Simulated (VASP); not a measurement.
A run of VASP 6.6.1 is set up as follows.

Contents of INCAR:

```
PREC     = Accurate       # precision mode
ENCUT    = 600            # plane-wave cutoff, eV
EDIFF    = 1E-6           # SCF threshold, eV
ISMEAR   = 0              # smearing method
SIGMA    = 0.1            # smearing width, eV
LREAL    = False          # projectors in reciprocal space
LASPH    = True           # aspherical terms in the spheres
NELM     = 150            # most SCF steps
ALGO     = Normal         # electronic algorithm
ISIF     = 3              # what is computed and relaxed
LWAVE    = False          # write WAVECAR
LCHARG   = False          # write CHGCAR
ISPIN    = 2              # spin polarisation
MAGMOM   = 4.6 0.15       # initial moments
LORBIT   = 11             # projections on sites
LMAXMIX  = 4              # l up to which the mixer works
GGA      = PE             # functional
IBRION   = 2              # ionic algorithm
NSW      = 100            # ionic steps
EDIFFG   = -0.005         # ionic threshold
```

The input KPOINTS:

```
Automatic mesh
0
Gamma
  14 14 14
```

The input POSCAR:

```
MnS
1.0
    0.0000000000      2.6045000000      2.6045000000
    2.6045000000      0.0000000000      2.6045000000
    2.6045000000      2.6045000000      0.0000000000
Mn S
1 1
Direct
    0.0000000000      0.0000000000      0.0000000000
    0.5000000000      0.5000000000      0.5000000000
```

Potentials or basis: VASP PAW PBE potentials, release 64 (Mn_pv, S).

Launch:

```bash
$ cat potpaw_PBE.64/Mn_pv/POTCAR potpaw_PBE.64/S/POTCAR > POTCAR
$ mpirun -np 1 vasp_std > vasp.out
```

Q: Predict the space group after relaxing (to 0.05 Å).

A: Fm-3m (No. 225).

Q: What does it give for the relaxed cell?

A: a = 3.602 Å, b = 3.602 Å, c = 3.602 Å, α = 60.00°, β = 60.00°, γ = 60.00°.

Q: What does it give for the site moments?

A: Mn +4.09; S +0.08 μB.

Step by step:
```tsv
step	energy change (eV)	largest force (eV/Å)	pressure (GPa)	volume (Å³)
1	0.0000	0.0000	-3.12	35.33
2	-0.0223	0.0000	-0.89	33.60
3	-0.0239	0.0000	0.04	33.05
```

Caveat: a cell with one magnetic atom can't hold antiferromagnetic order, which such compounds often take.
